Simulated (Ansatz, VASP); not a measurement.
# Au in VASP and in Ansatz

File INCAR:

```
ALGO = Normal ; EDIFF = 1E-6
EDIFFG = -0.001 ; ENCUT = 600
GGA = PE ; IBRION = 2
ISIF = 3 ; ISMEAR = -1
LASPH = T ; LCHARG = F
LREAL = F ; LWAVE = F
NELM = 100 ; NSW = 80
PREC = Accurate ; SIGMA = 0.15
```

Contents of KPOINTS:

```
k-points
0
Gamma
  20 20 20
```

Contents of POSCAR:

```
Au
1.0
    0.0000000000      2.0790566372      2.0790566372
    2.0790566372      0.0000000000      2.0790566372
    2.0790566372      2.0790566372      0.0000000000
Au
1
Direct
    0.0000000000      0.0000000000      0.0000000000
```

Input for Ansatz:

```yaml
crystal:
  lattice:
    - [0.0, 2.0790566372, 2.0790566372]
    - [2.0790566372, 0.0, 2.0790566372]
    - [2.0790566372, 2.0790566372, 0.0]
  atoms:
    - { symbol: Au, position: [0.0, 0.0, 0.0] }
basis:
  ecutwfc: 420
kpoints:
  mp_grid: { grid: [20, 20, 20] }
hamiltonian:
  xc: pbe
scf:
  occupations: { method: fermi_dirac, width: 0.15 }
output:
  forces: true
  stress: true
  eigenvalues: true
relax:
  adjacent_minimum: "off"
  f_tol: 0.001
  max_steps: 60
  cell: { stress_tol: 0.01 }
```

Alike in both runs: task relaxation of cell and atoms; functional PBE; k mesh 20 × 20 × 20; occupations fermi-dirac, width 0.15 eV; no spin polarisation.

```csv
,VASP,Ansatz
version,VASP 6.6.1,Ansatz 0.2.0
potentials or method,"VASP PAW PBE potentials, release 64 (Au), cutoff 600 eV","scalar-relativistic, plane waves, PAW"
valence electrons in the cell,11,19
```

```tsv
	VASP	Ansatz	Ansatz less VASP
gap on the k mesh at the Fermi level, each at its own relaxed structure (eV)	none	none	-
relaxed volume (Å³/atom)	17.96	17.98	+0.020
relaxed cell length with the largest relative difference (Å)	2.939	2.940	+0.0011
```

A gap of «none» marks a metal or a gap that the smearing closes. VASP's potentials hold 11 valence electrons a cell and Ansatz's 19, so a difference there can come from the potentials and not from the codes.

Neither program's run includes spin-orbit coupling.
